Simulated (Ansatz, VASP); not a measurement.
## Sb: VASP beside Ansatz

```
Sb
1.0
    -3.96013    3.96013    1.86884
     3.96013   -3.96013    1.86884
     3.96013    3.96013   -1.86884
Sb
4
Direct
  0.35137 0.14863 0.50000
  0.85137 0.35137 0.20274
  0.64863 0.85137 0.50000
  0.14863 0.64863 0.79726
```

Alike in both runs: task single point; functional PBE; k mesh 12 × 12 × 12; occupations gaussian, width 0.1 eV; no spin polarisation.

```csv
,VASP,Ansatz
version,VASP 6.6.1,Ansatz 0.2.0
potentials or method,"VASP PAW PBE potentials, release 64 (Sb), cutoff 520 eV","scalar-relativistic, plane waves, PAW"
valence electrons in the cell,20,60
```

|  | VASP | Ansatz | Ansatz less VASP |
| --- | --- | --- | --- |
| gap on the k mesh at the Fermi level (eV) | none | none | - |
| pressure (GPa) | 11.2 | 11.1 | -0.06 |
| traceless stress, the component that is largest in VASP (GPa) | 4.04 | 4.02 | -0.021 |
| rms of the force components (eV/Å) | 0.324 | 0.322 | -0.0013 |

Atom by atom the forces differ by 0.001 eV/Å (rms over components). A gap of «none» marks a metal or a gap that the smearing closes. With one functional, cell and mesh, what is left measures potentials, basis and numerics. VASP's potentials hold 20 valence electrons a cell and Ansatz's 60, so a difference there can come from the potentials and not from the codes.

Spin-orbit coupling is off throughout.
